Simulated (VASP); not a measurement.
# Si2W (AlB2 type) (P6/mmm) in VASP: further runs, part 2 of 2

VASP 6.6.1. Earlier steps stand in the parts before.

### 4 Single point, PBE (volume scaled by 0.62)

INCAR reads:

```
ALGO     = Normal         # electronic algorithm
EDIFF    = 1E-6           # SCF threshold, eV
ENCUT    = 520            # plane-wave cutoff, eV
GGA      = PE             # functional
ISIF     = 2              # what is computed and relaxed
ISMEAR   = -1             # smearing method
LASPH    = T              # aspherical terms in the spheres
LCHARG   = T              # write CHGCAR
LELF     = T              # ELF
LREAL    = F              # projectors in reciprocal space
LVHAR    = T            
LWAVE    = F              # write WAVECAR
NBANDS   = 18             # bands
NELM     = 100            # most SCF steps
PREC     = Accurate       # precision mode
SIGMA    = 0.1            # smearing width, eV
```

KPOINTS reads:

```
k-points
0
Gamma
  10 10 8
```

POSCAR reads:

```
Si2W
1.0
    3.6307042723      0.0000000000      0.0000000000
   -1.8153521362      3.1442821334      0.0000000000
    0.0000000000      0.0000000000      2.3060041957
W Si
1 2
Direct
    0.0000000000      0.0000000000      0.0000000000
    0.3333333333      0.6666666667      0.5000000000
    0.6666666667      0.3333333333      0.5000000000
```

Potentials or basis: VASP PAW PBE potentials, release 64 (W_sv, Si).

On the command line:

```console
$ cat potpaw_PBE.64/W_sv/POTCAR potpaw_PBE.64/Si/POTCAR > POTCAR
$ mpirun -np 1 vasp_std > vasp.out
```

OUTCAR:

```text
EDIFF = 1E-6
   ENCUT = 520
   GGA = PE
   ISIF = 2
   ISMEAR = -1
   LASPH = T
   LREAL = F
   NELM = 100
   PREC = Accurate

 ion  position               nearest neighbor table
   1  0.000  0.000  0.000-   2 2.39   3 2.39   2 2.39   3 2.39   2 2.39   2 2.39   3 2.39   3 2.39
                             3 2.39   3 2.39   2 2.39   2 2.39
   2  0.333  0.667  0.500-   3 2.10   3 2.10   3 2.10   1 2.39   1 2.39   1 2.39   1 2.39   1 2.39
                             1 2.39   3 3.12   3 3.12   3 3.12   3 3.12   3 3.12   3 3.12
   3  0.667  0.333  0.500-   2 2.10   2 2.10   2 2.10   1 2.39   1 2.39   1 2.39   1 2.39   1 2.39
                             1 2.39   2 3.12   2 3.12   2 3.12   2 3.12   2 3.12   2 3.12

  LATTYP: Found a hexagonal cell.
 ALAT       =     3.6307042723
 C/A-ratio  =     0.6351396376

  Lattice vectors:

 A1 = (   3.6307042723,   0.0000000000,   0.0000000000)
 A2 = (  -1.8153521362,   3.1442821334,   0.0000000000)
 A3 = (   0.0000000000,   0.0000000000,   2.3060041957)

Analysis of symmetry for initial positions (statically):
=====================================================================
 Subroutine PRICEL returns:
 Original cell was already a primitive cell.

[... 174 lines left out ...]
 cond. band min:      19.7518477992   @ k =   0.3000   0.3000   0.5000
 fundamental gap:      0.0555825993
 Fermi energy:        19.7149327897

 k-point     1 :       0.0000    0.0000    0.0000
  band No.  band energies     occupation
      1     -54.4283      2.00000
      2     -19.1984      2.00000
      3     -19.1984      2.00000
      4     -17.2077      2.00000
      5       1.1437      2.00000
      6       9.7568      2.00000
[... 481 lines left out ...]
      5       5.0570      2.00000
      6       6.1592      2.00000
[... 10 lines left out ...]
     17      30.2395      0.00000
     18      31.2046      0.00000

 [... further k-points ...]

------------------------ aborting loop because EDIFF is reached ----------------------------------------

  FORCE on cell =-STRESS in cart. coord.  units (eV):
  Direction    XX          YY          ZZ          XY          YZ          ZX
  --------------------------------------------------------------------------------------
  -------------------------------------------------------------------------------------
  Total       40.2854329     40.2854329     40.7605372     -0.0000000     -0.0000000      0.0000000
  in kB     2451.8062054   2451.8062054   2480.7214638     -0.0000000     -0.0000000      0.0000000
  external PRESSURE =    2461.4446249 kB  Pullay stress =       0.0000000 kB

 VOLUME and BASIS-vectors are now :
 -----------------------------------------------------------------------------
  energy-cutoff  :      520.00
  volume of cell :       26.33
      direct lattice vectors                 reciprocal lattice vectors
     3.630704272  0.000000000  0.000000000     0.275428657  0.159018809  0.000000000
    -1.815352136  3.144282133  0.000000000     0.000000000  0.318037618  0.000000000
     0.000000000  0.000000000  2.306004196     0.000000000  0.000000000  0.433650555

 POSITION                                       TOTAL-FORCE (eV/Angst)
 -----------------------------------------------------------------------------------
      0.00000      0.00000      0.00000         0.000000      0.000000      0.000000
     -0.00000      2.09619      1.15300         0.000000     -0.000000      0.000000
      1.81535      1.04809      1.15300        -0.000000      0.000000      0.000000
 -----------------------------------------------------------------------------------
    total drift:                               -0.000000      0.000000      0.000000

  FREE ENERGIE OF THE ION-ELECTRON SYSTEM (eV)
  ---------------------------------------------------
  free  energy   TOTEN  =       -14.7386724759 eV

  energy  without entropy=      -14.7086307804  energy(sigma->0) =      -14.72365163
```

Run time: 11 s. Hardware: 1 thread of Intel Xeon 6975P-C (Granite Rapids), shared host; peak memory 0.16 GiB.

Results:

* Free energy: -14.7387 eV
* Pressure: 246.1 GPa
* Band gap on the k mesh: zero (band 11 reaches 21.37 eV, above the bottom of band 12 at 16.87 eV)

Stress tensor (GPa, compression positive):
```
245.18   0.00   0.00
  0.00 245.18   0.00
  0.00   0.00 248.07
```

Levels at points of the mesh, in eV from the Fermi level:
| k point | band 8 | band 9 | band 10 | band 11 | band 12 | band 13 | band 14 | band 15 |
| --- | --- | --- | --- | --- | --- | --- | --- | --- |
| (0.00, 0.00, 0.00) | -7.31 | -4.48 | -0.71 | -0.71 | 3.11 | 3.11 | 6.58 | 6.58 |
| (0.50, 0.00, 0.00) | -7.35 | -4.41 | -3.88 | 1.35 | 2.59 | 4.15 | 5.36 | 5.76 |
| (0.00, 0.00, 0.50) | -8.13 | -4.74 | -4.74 | -2.84 | -2.84 | -0.97 | 6.99 | 9.66 |
| (0.50, 0.00, 0.50) | -7.79 | -7.35 | -1.06 | -0.71 | 0.96 | 1.80 | 2.76 | 3.71 |

Caveat: the cell differs from its parent crystal (volume scaled by 0.62); spin-orbit coupling is left out, which moves the levels of the heavy elements.

### 5 Single point, PBE

This run uses another cell than the first one, of 10.19 Å³/atom, 1.161 times its volume.

INCAR reads:

```
SYSTEM = Si2W
PREC = Accurate ; ENCUT = 520
EDIFF = 1E-7 ; ISMEAR = -1
SIGMA = 0.1 ; LREAL = .FALSE.
LASPH = .TRUE. ; NELM = 80
ALGO = Normal ; ISIF = 2
LWAVE = .FALSE. ; LCHARG = .TRUE.
GGA = PE ; LELF = .TRUE.
LVHAR = .TRUE. ; NBANDS = 18
```

KPOINTS reads:

```
Automatic mesh
0
G
  10 10 8
  0 0 0
```

POSCAR reads:

```
Si2W
1.0
    3.8282547398      0.0000000000      0.0000000000
   -1.9141273699      3.3153658569      0.0000000000
    0.0000000000      0.0000000000      2.4086904724
W Si
1 2
Direct
    0.0000000000      0.0000000000      0.0000000000
    0.3333333333      0.6666666667      0.5000000000
    0.6666666667      0.3333333333      0.5000000000
```

On the command line:

```console
$ cat potpaw_PBE.64/W_sv/POTCAR potpaw_PBE.64/Si/POTCAR > POTCAR
$ mpirun -np 1 vasp_std > vasp.out
```

Run time: 12 s. Hardware: 1 thread of Intel Xeon 6975P-C (Granite Rapids), shared host; peak memory 0.16 GiB.

The run converged. Its results:

```yaml
Free_energy: -19.4383 eV
Pressure: 121.6 GPa
Band_gap_on_the_k_mesh: zero (band 11 reaches 18.51 eV, above the bottom of band 12 at 14.35 eV)
```

Stress tensor (GPa, compression positive):
```
121.22   0.00   0.00
  0.00 121.22   0.00
  0.00   0.00 122.49
```

Levels at points of the mesh, in eV from the Fermi level:
| k point | band 8 | band 9 | band 10 | band 11 | band 12 | band 13 | band 14 | band 15 |
| --- | --- | --- | --- | --- | --- | --- | --- | --- |
| (0.00, 0.00, 0.00) | -6.35 | -4.64 | -1.12 | -1.12 | 2.77 | 2.77 | 5.54 | 5.54 |
| (0.50, 0.00, 0.00) | -6.97 | -3.88 | -3.29 | 1.36 | 2.41 | 4.08 | 4.52 | 5.54 |
| (0.00, 0.00, 0.50) | -6.89 | -3.73 | -3.73 | -2.55 | -2.55 | -0.97 | 4.68 | 8.43 |
| (0.50, 0.00, 0.50) | -7.18 | -7.13 | -0.98 | -0.49 | 1.22 | 1.28 | 2.49 | 2.66 |

Caveat: spin-orbit coupling is left out, which moves the levels of the heavy elements.
